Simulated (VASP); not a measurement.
The system is FeCo3.

```
CELL_PARAMETERS angstrom
3.53570 0.00000 0.00000
0.00000 3.53570 0.00000
0.00000 0.00000 3.53570
ATOMIC_POSITIONS crystal
Fe 0.00000 0.00000 0.00000
Co 0.50000 0.50000 0.00000
Co 0.50000 0.00000 0.50000
Co 0.00000 0.50000 0.50000
```

Base run:

* Program: VASP 6.6.1
* Functional: PBEsol
* Potentials or basis: VASP PAW PBE potentials, release 64 (Fe, Co)
* Cutoff: 520 eV
* k mesh: 6 × 6 × 6
* Occupations: gaussian, width 0.4 eV
* Spin: collinear spin, ferromagnetic start
* Starting moments: [2.85, 1.83, 1.83, 1.83] μB

Its results: pressure -9.0 GPa; net moment 7.14 μB per cell; site moments Fe +2.52; Co +1.55 μB.

The run is repeated on the same cell with these changes: occupations from gaussian, width 0.4 eV to gaussian, width 0.05 eV. What comes out?

Pressure -8.0 GPa; net moment 7.54 μB per cell; site moments Fe +2.61; Co +1.65 μB.

Caveats: the cell stands under tension; the PAW data sets were made with another functional, which shifts forces and pressure a little; so wide a smearing shifts energies and pressures (at least some runs).
